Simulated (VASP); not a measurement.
# Tc (Fm-3m) in VASP: notebook

Aim: see how the results for Tc move with the level of theory and the settings. Levels: LDA, PBEsol, r2SCAN, PBE0, r2SCAN0. Tasks: single point.

Everything below comes from runs of VASP 6.6.1. Logs are shortened: lines on timing, memory, paths and dates and some standing lists are left out, and cuts for length are marked.

### 1 The cell of the first run

Symmetry: Fm-3m, No. 225, cubic system. The conventional cell has a = 3.900 Å, b = 3.900 Å, c = 3.900 Å, α = 90.00°, β = 90.00°, γ = 90.00°. Within 3.6 Å of Tc (site symmetry m-3m) lie 12 Tc at 2.76 Å.

This isn't the form of Tc at room conditions, which is hcp.

### 2 Single point, LDA

File INCAR:

```
SYSTEM = Tc
PREC = Accurate
ENCUT = 520
EDIFF = 1E-7
ISMEAR = -1
SIGMA = 0.05
LREAL = .FALSE.
LASPH = .TRUE.
NELM = 60
ALGO = Fast
ISIF = 2
LWAVE = .FALSE.
LCHARG = .FALSE.
NBANDS = 12
```

File KPOINTS:

```
regular mesh
0
G
  7 7 7
  0 0 0
```

File POSCAR:

```
Tc
1.0
    0.0000000000      1.9500000000      1.9500000000
    1.9500000000      0.0000000000      1.9500000000
    1.9500000000      1.9500000000      0.0000000000
Tc
1
Direct
    0.0000000000      0.0000000000      0.0000000000
```

Potentials or basis: VASP PAW LDA potentials, release 64 (Tc_pv).

Command:

```sh
cat potpaw_LDA.64/Tc_pv/POTCAR > POTCAR
mpirun -np 1 vasp_std > vasp.out
```

OUTCAR:

```text
SYSTEM = Tc
   PREC = Accurate
   ENCUT = 520
   EDIFF = 1E-7
   ISMEAR = -1
   LREAL = .FALSE.
   LASPH = .TRUE.
   NELM = 60
   ISIF = 2

 ion  position               nearest neighbor table
   1  0.000  0.000  0.000-

  LATTYP: Found a face centered cubic cell.
 ALAT       =     3.9000000000

  Lattice vectors:

 A1 = (   0.0000000000,   1.9500000000,   1.9500000000)
 A2 = (   1.9500000000,   0.0000000000,   1.9500000000)
 A3 = (   1.9500000000,   1.9500000000,   0.0000000000)

Analysis of symmetry for initial positions (statically):
=====================================================================
 Subroutine PRICEL returns:
 Original cell was already a primitive cell.

 Routine SETGRP: Setting up the symmetry group for a
 face centered cubic supercell.

 Subroutine GETGRP returns: Found 48 space group operations
 (whereof 48 operations were pure point group operations)
 out of a pool of 48 trial point group operations.

The static configuration has the point symmetry O_h .

Analysis of symmetry for dynamics (positions and initial velocities):
=====================================================================
 Subroutine PRICEL returns:
 Original cell was already a primitive cell.

 Routine SETGRP: Setting up the symmetry group for a
 face centered cubic supercell.

 Subroutine GETGRP returns: Found 48 space group operations
 (whereof 48 operations were pure point group operations)
 out of a pool of 48 trial point group operations.

The dynamic configuration has the point symmetry O_h .

 Subroutine INISYM returns: Found 48 space group operations
 (whereof 48 operations are pure point group operations),
 and found     1 'primitive' translations

----------------------------------------------------------------------------------------

                                     Primitive cell

  volume of cell :      14.8297

  direct lattice vectors                    reciprocal lattice vectors
     0.000000000  1.950000000  1.950000000    -0.256410256  0.256410256  0.256410256
     1.950000000  0.000000000  1.950000000     0.256410256 -0.256410256  0.256410256
     1.950000000  1.950000000  0.000000000     0.256410256  0.256410256 -0.256410256

  length of vectors
     2.757716447  2.757716447  2.757716447     0.444115592  0.444115592  0.444115592

  position of ions in fractional coordinates (direct lattice)
     0.000000000  0.000000000  0.000000000

  ion indices of the primitive-cell ions
   primitive index   ion index
                 1           1

----------------------------------------------------------------------------------------

 KPOINTS: regular mesh

Automatic generation of k-mesh.
 Grid dimensions read from file:
 generate k-points for:    7    7    7

 Generating k-lattice:

  Cartesian coordinates                     Fractional coordinates (reciprocal lattice)
    -0.036630037  0.036630037  0.036630037     0.142857143  0.000000000  0.000000000
     0.036630037 -0.036630037  0.036630037     0.000000000  0.142857143  0.000000000
     0.036630037  0.036630037 -0.036630037     0.000000000  0.000000000  0.142857143

  Length of vectors
     0.063445085  0.063445085  0.063445085

  Shift w.r.t. Gamma in fractional coordinates (k-lattice)
     0.000000000  0.000000000  0.000000000

 Subroutine IBZKPT returns following result:
 ===========================================

 Found     20 irreducible k-points:

 Following reciprocal coordinates:
            Coordinates               Weight
  0.000000  0.000000  0.000000      1.000000
  0.142857  0.000000  0.000000      8.000000
  0.285714  0.000000  0.000000      8.000000
  0.428571  0.000000  0.000000      8.000000
  0.142857  0.142857  0.000000      6.000000
  0.285714  0.142857  0.000000     24.000000
[... 12 lines left out ...]
 -0.428571  0.428571  0.142857     24.000000
 -0.285714  0.428571  0.142857     24.000000
   k-points           NKPTS =     20   k-points in BZ     NKDIM =     20   number of bands    NBANDS=     12
   number of dos      NEDOS =    301   number of ions     NIONS =      1
   total plane-waves  NPLWV =  13824
   dimension x,y,z NGX =    24 NGY =   24 NGZ =   24
   dimension x,y,z NGXF=    48 NGYF=   48 NGZF=   48
   ions per type =               1
   NGX,Y,Z   is equivalent  to a cutoff of  14.47, 14.47, 14.47 a.u.
   NGXF,Y,Z  is equivalent  to a cutoff of  28.94, 28.94, 28.94 a.u.
 SYSTEM =  Tc
   PREC   = accura    normal or accurate (medium, high low for compatibility)
   ISTART =      0    job   : 0-new  1-cont  2-samecut
   ICHARG =      2    charge: 1-file 2-atom 10-const
   ISPIN  =      1    spin polarized calculation?
   LNONCOLLINEAR =      F non collinear calculations
   LSORBIT =      F    spin-orbit coupling
   LASPH  =      T    aspherical Exc in radial PAW
   ENCUT  =  520.0 eV  38.22 Ry    6.18 a.u.   5.13  5.13  5.13*2*pi/ulx,y,z
   NELM   =     60;   NELMIN=  2; NELMDL= -5     # of ELM steps
   EDIFF  = 0.1E-06   stopping-criterion for ELM
[... 62 lines left out ...]
      6      10.3543      2.00000
      7      10.3543      2.00000
      8      12.8507      0.00000
      9      12.8507      0.00000
     10      26.1182      0.00000
     11      31.4872      0.00000
     12      31.4872      0.00000

 k-point     2 :       0.1429    0.0000    0.0000
  band No.  band energies     occupation
      1     -26.3567      2.00000
      2     -26.1578      2.00000
      3     -26.1578      2.00000
      4       5.5153      2.00000
      5       9.9636      2.00000
      6      10.6548      2.00000
      7      10.6548      2.00000
      8      12.6852      0.00000
      9      12.6852      0.00000
     10      27.4345      0.00000
     11      28.9595      0.00000
     12      32.8747      0.00000

 k-point     3 :       0.2857    0.0000    0.0000
  band No.  band energies     occupation
      1     -26.8509      2.00000
      2     -26.2229      2.00000
      3     -26.2229      2.00000
      4       6.7743      2.00000
      5      10.2735      2.00000
      6      10.6585      2.00000
      7      10.6585      2.00000
      8      13.2939      0.00000
      9      13.2939      0.00000
     10      25.7169      0.00000
     11      28.5761      0.00000
     12      35.9843      0.00000

 k-point     4 :       0.4286    0.0000    0.0000
  band No.  band energies     occupation
      1     -27.2304      2.00000
      2     -26.2746      2.00000
      3     -26.2746      2.00000
      4       6.7636      2.00000
      5      10.2570      2.00000
      6      10.2570      2.00000
      7      12.7047      0.00000
      8      14.5769      0.00000
      9      14.5769      0.00000
     10      23.0554      0.00000
     11      26.1333      0.00000
     12      32.5057      0.00000

 k-point     5 :       0.1429    0.1429    0.0000
  band No.  band energies     occupation
      1     -26.3497      2.00000
      2     -26.2083      2.00000
      3     -26.2083      2.00000
      4       5.7806      2.00000
      5       9.5266      2.00000
      6      10.9936      2.00000
      7      10.9936      2.00000
      8      11.9417      1.69468
      9      13.1664      0.00000
     10      28.0185      0.00000
     11      30.0542      0.00000
     12      31.9175      0.00000
[... 168 lines left out ...]
      1     -26.9152      2.00000
      2     -26.4962      2.00000
      3     -26.3210      2.00000
      4       8.0889      2.00000
      5       8.5804      2.00000
      6       9.9382      2.00000
      7      12.5545      0.00005
      8      12.7742      0.00000
      9      15.7338      0.00000
     10      26.7164      0.00000
     11      28.5514      0.00000
     12      29.9028      0.00000

 k-point    18 :      -0.4286    0.2857    0.1429
  band No.  band energies     occupation
      1     -27.0632      2.00000
      2     -26.6380      2.00000
      3     -26.3946      2.00000
      4       8.2349      2.00000
      5       8.7946      2.00000
      6      10.0147      2.00000
      7      11.9986      1.27972
      8      14.2998      0.00000
      9      18.5051      0.00000
     10      23.0286      0.00000
     11      27.5546      0.00000
     12      28.5802      0.00000

 k-point    19 :      -0.4286    0.4286    0.1429
  band No.  band energies     occupation
      1     -27.0733      2.00000
      2     -26.6518      2.00000
      3     -26.5198      2.00000
      4       7.3475      2.00000
      5       7.8874      2.00000
      6      11.2777      2.00000
      7      13.4834      0.00000
      8      14.9221      0.00000
      9      18.8168      0.00000
     10      24.5393      0.00000
     11      24.9696      0.00000
     12      26.9304      0.00000

 k-point    20 :      -0.2857    0.4286    0.1429
  band No.  band energies     occupation
      1     -26.9309      2.00000
      2     -26.8621      2.00000
      3     -26.5012      2.00000
      4       7.8810      2.00000
      5       8.8236      2.00000
      6      10.0822      2.00000
      7      12.4974      0.00017
      8      14.9172      0.00000
      9      21.3040      0.00000
     10      22.4077      0.00000
     11      24.8158      0.00000
     12      27.1756      0.00000

------------------------ aborting loop because EDIFF is reached ----------------------------------------

  FORCE on cell =-STRESS in cart. coord.  units (eV):
  Direction    XX          YY          ZZ          XY          YZ          ZX
  --------------------------------------------------------------------------------------
  -------------------------------------------------------------------------------------
  Total       -1.8396696     -1.8396696     -1.8396696      0.0000000     -0.0000000      0.0000000
  in kB     -198.7543236   -198.7543236   -198.7543236      0.0000000     -0.0000000      0.0000000
  external PRESSURE =    -198.7543236 kB  Pullay stress =       0.0000000 kB

 VOLUME and BASIS-vectors are now :
 -----------------------------------------------------------------------------
  energy-cutoff  :      520.00
  volume of cell :       14.83
      direct lattice vectors                 reciprocal lattice vectors
     0.000000000  1.950000000  1.950000000    -0.256410256  0.256410256  0.256410256
     1.950000000  0.000000000  1.950000000     0.256410256 -0.256410256  0.256410256
     1.950000000  1.950000000  0.000000000     0.256410256  0.256410256 -0.256410256

 POSITION                                       TOTAL-FORCE (eV/Angst)
 -----------------------------------------------------------------------------------
      0.00000      0.00000      0.00000         0.000000      0.000000      0.000000
 -----------------------------------------------------------------------------------
    total drift:                               -0.000000     -0.000000      0.000000

  FREE ENERGIE OF THE ION-ELECTRON SYSTEM (eV)
  ---------------------------------------------------
  free  energy   TOTEN  =       -11.6050151145 eV

  energy  without entropy=      -11.5935594031  energy(sigma->0) =      -11.59928726
```

Wall time 8.6 s (1 thread of Oxide Virtual Turin-like, shared host); peak memory 0.09 GiB.

Results:

```yaml
Free_energy: -11.6050 eV
Pressure: -19.9 GPa
Band_gap_on_the_k_mesh: zero (an odd number of electrons rules out a gap without spin polarisation)
```

Levels at points of the mesh, in eV from the Fermi level:
```csv
k point,band 5,band 6,band 7,band 8,band 9,band 10
"(0.00, 0.00, 0.00)",-1.67,-1.67,-1.67,0.82,0.82,14.09
```

Caveat: the k points lie up to 0.40 Å⁻¹ apart, too coarse for converged energies and pressures of a metal.

### 3 Single point, PBEsol

File INCAR:

```
SYSTEM = Tc
PREC = Accurate
ENCUT = 520
EDIFF = 1E-7
ISMEAR = -1
SIGMA = 0.05
LREAL = .False.
LASPH = .True.
NELM = 60
ALGO = Normal
ISIF = 2
LWAVE = .False.
LCHARG = .False.
GGA = PS
NBANDS = 12
```

File KPOINTS:

```
Automatic mesh
0
Gamma
  7 7 7
  0 0 0
```

POSCAR is that of step 2.

Potentials or basis: VASP PAW PBE potentials, release 64 (Tc_pv).

Command:

```sh
cat potpaw_PBE.64/Tc_pv/POTCAR > POTCAR
mpirun -np 1 vasp_std > vasp.out
```

Run time: 6.6 s. Hardware: 1 thread of Oxide Virtual Turin-like, shared host; peak memory 0.1 GiB.

Results (log left out):

```yaml
Free_energy: -11.1658 eV
Pressure: -15.6 GPa
Band_gap_on_the_k_mesh: zero (an odd number of electrons rules out a gap without spin polarisation)
```

Levels at points of the mesh, in eV from the Fermi level:
```csv
k point,band 3,band 4,band 5,band 6,band 7,band 8,band 9,band 10,band 11,band 12
"(0.00, 0.00, 0.00)",-38.30,-7.36,-1.67,-1.67,-1.67,0.83,0.83,14.06,19.47,19.47
```

Caveat: the k points lie up to 0.40 Å⁻¹ apart, too coarse for converged energies and pressures of a metal; the PAW data sets were made with another functional, which shifts forces and pressure a little.

### 4 Single point, r2SCAN

POSCAR is that of step 3.

File INCAR.step1:

```
SYSTEM = Tc
ALGO = Normal
EDIFF = 1E-4
ENCUT = 520
GGA = PE
ISMEAR = -1
LASPH = .True.
LCHARG = .False.
LREAL = .False.
LWAVE = .True.
NBANDS = 12
NELM = 80
PREC = Accurate
SIGMA = 0.05
```

File INCAR.step2:

```
SYSTEM = Tc
ALGO = Normal
EDIFF = 1E-7
ENCUT = 520
ISIF = 2
ISMEAR = -1
ISTART = 1
LASPH = .True.
LCHARG = .False.
LMIXTAU = .True.
LREAL = .False.
LWAVE = .False.
METAGGA = R2SCAN
NBANDS = 12
NELM = 80
PREC = Accurate
SIGMA = 0.05
```

File KPOINTS:

```
k-points
0
Gamma
  7 7 7
  0 0 0
```

Command:

```sh
cat potpaw_PBE.64/Tc_pv/POTCAR > POTCAR
cp INCAR.step1 INCAR
mpirun -np 1 vasp_std > vasp.out
cp INCAR.step2 INCAR
mpirun -np 1 vasp_std > vasp.out
```

It took 26 s on 1 thread of Oxide Virtual Turin-like, shared host; peak memory 0.11 GiB.

The run converged. Its results:

- Free energy: -25.8957 eV
- Pressure: -10.7 GPa
- Band gap on the k mesh: zero (an odd number of electrons rules out a gap without spin polarisation)

Levels at points of the mesh, in eV from the Fermi level:
```csv
k point,band 4,band 5,band 6,band 7,band 8,band 9,band 10,band 11
"(0.00, 0.00, 0.00)",-7.78,-1.80,-1.80,-1.80,0.89,0.89,14.61,20.51
```

Caveat: the k points lie up to 0.40 Å⁻¹ apart, too coarse for converged energies and pressures of a metal; the PAW data sets were made with another functional, which shifts forces and pressure a little.

### 5 Single point, PBE0

POSCAR is that of step 4.

File INCAR.step1:

```
SYSTEM = Tc
PREC     = Accurate       ! precision mode
ENCUT    = 520            ! plane-wave cutoff, eV
EDIFF    = 1E-5           ! SCF threshold, eV
ISMEAR   = -1             ! smearing method
SIGMA    = 0.05           ! smearing width, eV
LREAL    = .FALSE.        ! projectors in reciprocal space
LASPH    = .TRUE.         ! aspherical terms in the spheres
NELM     = 80             ! most SCF steps
ALGO     = Normal         ! electronic algorithm
ISIF     = 2              ! what is computed and relaxed
LWAVE    = .TRUE.         ! write WAVECAR
LCHARG   = .FALSE.        ! write CHGCAR
GGA      = PE             ! functional
NBANDS   = 12             ! bands
```

File INCAR.step2:

```
SYSTEM = Tc
PREC     = Accurate       ! precision mode
ENCUT    = 520            ! plane-wave cutoff, eV
EDIFF    = 1E-6           ! SCF threshold, eV
ISMEAR   = -1             ! smearing method
SIGMA    = 0.05           ! smearing width, eV
LREAL    = .FALSE.        ! projectors in reciprocal space
LASPH    = .TRUE.         ! aspherical terms in the spheres
NELM     = 80             ! most SCF steps
ALGO     = Normal         ! electronic algorithm
ISIF     = 2              ! what is computed and relaxed
LWAVE    = .FALSE.        ! write WAVECAR
LCHARG   = .FALSE.        ! write CHGCAR
GGA      = PE             ! functional
LHFCALC  = .TRUE.         ! exact exchange
AEXX     = 0.25           ! exact-exchange fraction
PRECFOCK = Normal       
ISTART   = 1            
NBANDS   = 12             ! bands
```

File KPOINTS:

```
regular mesh
0
G
  7 7 7
  0 0 0
```

Command:

```sh
cat potpaw_PBE.64/Tc_pv/POTCAR > POTCAR
cp INCAR.step1 INCAR
mpirun -np 1 vasp_std > vasp.out
cp INCAR.step2 INCAR
mpirun -np 1 vasp_std > vasp.out
```

Wall time 23 min (1 thread of Oxide Virtual Turin-like, shared host); peak memory 0.12 GiB.

Results (log left out):

| Property | Result |
| --- | --- |
| Free energy | -13.1502 eV |
| Pressure | -18.2 GPa |
| Band gap on the k mesh | zero (an odd number of electrons rules out a gap without spin polarisation) |

Levels at points of the mesh, in eV from the Fermi level:
```csv
k point,band 4,band 5,band 6,band 7,band 8,band 9,band 10,band 11
"(0.00, 0.00, 0.00)",-8.81,-2.56,-2.56,-2.56,1.50,1.50,15.34,21.06
```

Caveat: the k points lie up to 0.40 Å⁻¹ apart, too coarse for converged energies and pressures of a metal; the PAW data sets were made with another functional, which shifts forces and pressure a little.

### 6 Single point, r2SCAN0

POSCAR is that of step 5.

File INCAR.step1:

```
SYSTEM = Tc
PREC = Accurate ; ENCUT = 520
EDIFF = 1E-5 ; ISMEAR = -1
SIGMA = 0.05 ; LREAL = .False.
LASPH = .True. ; NELM = 100
ALGO = Normal ; ISIF = 2
LWAVE = .True. ; NBANDS = 12
GGA = PE
```

File INCAR.step2:

```
SYSTEM = Tc
PREC = Accurate ; ENCUT = 520
EDIFF = 1E-6 ; ISMEAR = -1
SIGMA = 0.05 ; LREAL = .False.
LASPH = .True. ; NELM = 100
ALGO = Normal ; ISIF = 2
LWAVE = .False. ; LCHARG = .True.
METAGGA = R2SCAN ; LHFCALC = .True.
AEXX = 0.25 ; LMIXTAU = .True.
PRECFOCK = Normal ; LELF = .True.
LVHAR = .True. ; NBANDS = 12
ISTART = 1
```

File KPOINTS:

```
regular mesh
0
Gamma
  7 7 7
  0 0 0
```

Potentials or basis: VASP PAW PBE potentials, release 64 (Tc_pv).

Command:

```sh
cat potpaw_PBE.64/Tc_pv/POTCAR > POTCAR
cp INCAR.step1 INCAR
mpirun -np 1 vasp_std > vasp.out
cp INCAR.step2 INCAR
mpirun -np 1 vasp_std > vasp.out
```

Wall time 32 min (1 thread of Oxide Virtual Turin-like, shared host); peak memory 0.13 GiB.

Results (log left out):

```yaml
Free_energy: -25.0158 eV
Pressure: -20.6 GPa
Band_gap_on_the_k_mesh: zero (an odd number of electrons rules out a gap without spin polarisation)
```

Levels at points of the mesh, in eV from the Fermi level:
```csv
k point,band 4,band 5,band 6,band 7,band 8,band 9,band 10,band 11
"(0.00, 0.00, 0.00)",-9.21,-2.66,-2.66,-2.66,1.56,1.56,15.71,21.75
```

Caveat: the k points lie up to 0.40 Å⁻¹ apart, too coarse for converged energies and pressures of a metal; the PAW data sets were made with another functional, which shifts forces and pressure a little.

### 7 Summary

```csv
level,potentials or basis,grid for exact exchange (PRECFOCK),share of exact exchange,gap on the mesh (eV),pressure (GPa)
LDA,"VASP PAW LDA potentials, release 64 (Tc_pv)",-,-,none,-19.9
PBEsol,"VASP PAW PBE potentials, release 64 (Tc_pv)",-,-,none,-15.6
r2SCAN,"VASP PAW PBE potentials, release 64 (Tc_pv)",-,-,none,-10.7
PBE0,"VASP PAW PBE potentials, release 64 (Tc_pv)",Normal,0.25,none,-18.2
r2SCAN0,"VASP PAW PBE potentials, release 64 (Tc_pv)",Normal,0.25,none,-20.6
```

Alike in all rows: task single point; no spin polarisation; cell as given; k mesh 7 × 7 × 7; cutoff (eV) 520; smearing fermi-dirac 0.05 eV.

Caveats: all runs use coarse meshes; the PAW data sets were made with another functional, which shifts forces and pressure a little (at least some runs).

Total energies depend on the potentials used, so only differences within one code and one set of settings carry meaning.
